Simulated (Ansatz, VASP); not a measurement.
**AlGa3N4: VASP beside Ansatz**

```
Al Ga N
1.0
     4.38540    0.00000    0.00000
     0.00000    4.38540    0.00000
     0.00000    0.00000    4.38540
Al Ga N
1 3 4
Cartesian
  0.0000 0.0000 0.0000
  2.1927 2.1927 0.0000
  2.1927 0.0000 2.1927
  0.0000 2.1927 2.1927
  3.3114 3.3114 1.0740
  3.3114 1.0740 3.3114
  1.0740 3.3114 3.3114
  1.0740 1.0740 1.0740
```

Alike in both runs: task single point; functional PBEsol; k mesh 6 × 6 × 6; occupations gaussian, width 0.02 eV; no spin polarisation.

```csv
,VASP,Ansatz
version,VASP 6.6.1,Ansatz 0.2.0
potentials or method,"VASP PAW PBE potentials, release 64 (Al, Ga_d, N), cutoff 520 eV","scalar-relativistic, plane waves, PAW"
valence electrons in the cell,62,62
```

Ansatz gave:

```
gap on the k mesh at the Fermi level (eV) : 2.68
least direct gap on the mesh (eV)         : 2.68
pressure (GPa)                            : 12.0
rms of the force components (eV/Å)        : 0.000
```

Task: Which values does VASP return?

Result: gap on the k mesh at the Fermi level (eV): 2.70; least direct gap on the mesh (eV): 2.70; pressure (GPa): 11.8; rms of the force components (eV/Å): 0.007.

VASP's potentials were made for PBE, not for PBEsol. Atom by atom the forces differ by 0.007 eV/Å (rms over components).
